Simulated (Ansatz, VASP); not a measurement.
# Two plane-wave programs on C

The input INCAR:

```
SYSTEM = C
PREC = Accurate
ENCUT = 520
EDIFF = 1E-7
ISMEAR = 0
SIGMA = 0.05
LREAL = .FALSE.
LASPH = .TRUE.
NELM = 80
ALGO = Normal
ISIF = 2
LWAVE = .FALSE.
LCHARG = .FALSE.
GGA = PS
IVDW = 12
NBANDS = 11
```

File KPOINTS:

```
regular mesh
0
G
  15 15 15
  0 0 0
```

Contents of POSCAR:

```
C
1.0
    1.2290461105      0.7095901028      3.2829684898
   -1.2290461105      0.7095901028      3.2829684898
    0.0000000000     -1.4191802055      3.2829684898
C
2
Direct
    0.1616354220      0.1616354220      0.1475427790
    0.8383645780      0.8383645780      0.8524572210
```

Input for Ansatz:

```yaml
crystal:
  lattice:
    - [1.2290461105, 0.7095901028, 3.2829684898]
    - [-1.2290461105, 0.7095901028, 3.2829684898]
    - [0.0, -1.4191802055, 3.2829684898]
  atoms:
    - { symbol: C, position: [0.161635422, 0.161635422, 0.147542779] }
    - { symbol: C, position: [0.838364578, 0.838364578, 0.852457221] }
basis:
  ecutwfc: 520.0
kpoints:
  mp_grid: { grid: [15, 15, 15] }
hamiltonian:
  xc: pbesol
  pseudopotentials: { kind: paw, azcp: { folder: soft_1 } }
  dispersion: d3bj
scf:
  occupations: { method: gaussian, width: 0.05 }
output:
  forces: true
  stress: true
  eigenvalues: true
```

Change from the starting cell: mode 4 frozen in at -0.095 Å and mode 6 at +0.020 Å (largest displacements).

Alike in both runs: task single point; functional PBEsol; dispersion D3(BJ); k mesh 15 × 15 × 15; occupations gaussian, width 0.05 eV; no spin polarisation.

|  | VASP | Ansatz |
| --- | --- | --- |
| version | VASP 6.6.1 | Ansatz 0.2.0 |
| potentials or method | VASP PAW PBE potentials, release 64 (C), cutoff 520 eV | scalar-relativistic, plane waves, PAW |
| valence electrons in the cell | 8 | 8 |

Ansatz gave:

```
gap on the k mesh at the Fermi level (eV)                     : 0.45
least direct gap on the mesh (eV)                             : 0.45
pressure (GPa)                                                : -1.8
traceless stress, the component that is largest in VASP (GPa) : 6.26
rms of the force components (eV/Å)                            : 2.118
```

**Question.** Which values does VASP return?

**Answer.** gap on the k mesh at the Fermi level (eV): 0.45; least direct gap on the mesh (eV): 0.45; pressure (GPa): -1.0; traceless stress, the component that is largest in VASP (GPa): 6.76; rms of the force components (eV/Å): 2.111.

VASP's potentials were made for PBE, not for PBEsol, and Ansatz warns of the same on its side. Atom by atom the forces differ by 0.012 eV/Å (rms over components).
